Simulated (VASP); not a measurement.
# Ti12S: single point with PBE

System: Ti12S, a slab with vacuum.

```
Ti S
1.0
     5.87633    0.00000    0.00000
     0.00000    4.65047    0.00000
     0.00000    0.00000   21.28422
Ti S
12 1
Direct
  0.00000 0.75000 0.18793
  0.50000 0.75000 0.18793
  0.25000 0.25000 0.22778
  0.75000 0.25000 0.22778
  0.25000 0.75000 0.30748
  0.75000 0.75000 0.30748
  0.00000 0.25000 0.34613
  0.50000 0.25000 0.34613
  0.00000 0.75000 0.42207
  0.50000 0.75000 0.42207
  0.25000 0.25000 0.45969
  0.75000 0.25000 0.45969
  0.37500 0.75000 0.52170
```

```
Program             : VASP 6.6.1
Task                : single point
Functional          : PBE
Potentials or basis : VASP PAW PBE potentials, release 64 (Ti_sv, S)
Cutoff              : 400 eV
k mesh              : 5 × 6 × 1
Occupations         : gaussian, width 0.1 eV
Spin                : no spin polarisation
```

The largest force is 1.328 eV/Å. The band gap on the k mesh is zero (bands 75 and 76 overlap by 0.39 eV).

Forces in eV/Å, atoms in the order of the input:
```
Ti  -0.016  0.000  0.376
Ti   0.014  0.000  0.349
Ti   0.028  0.000  0.061
Ti  -0.029  0.000  0.066
Ti  -0.125  0.000 -0.471
Ti   0.079  0.000 -0.549
Ti  -0.060  0.000  0.135
Ti  -0.046  0.000 -0.074
Ti   0.149  0.000  0.372
Ti   1.106  0.000 -0.736
Ti  -0.260  0.000  0.604
Ti   0.404  0.000 -0.148
S   -1.244  0.000  0.014
```

Levels at points of the mesh, in eV from the Fermi level:
```csv
k point,band 70,band 71,band 72,band 73,band 74,band 75,band 76,band 77,band 78,band 79
"(0.00, 0.00, 0.00)",-0.79,-0.56,-0.45,-0.42,0.03,0.24,0.32,0.34,0.43,0.49
"(0.00, 0.50, 0.00)",-0.68,-0.66,-0.40,-0.39,-0.10,0.04,0.11,0.13,0.23,0.23
```

Wall time 20 min on 1 thread of Intel(R) Xeon(R) Platinum 8375C CPU @ 2.90GHz (Ice Lake), on a shared host, peak memory 0.57 GiB.
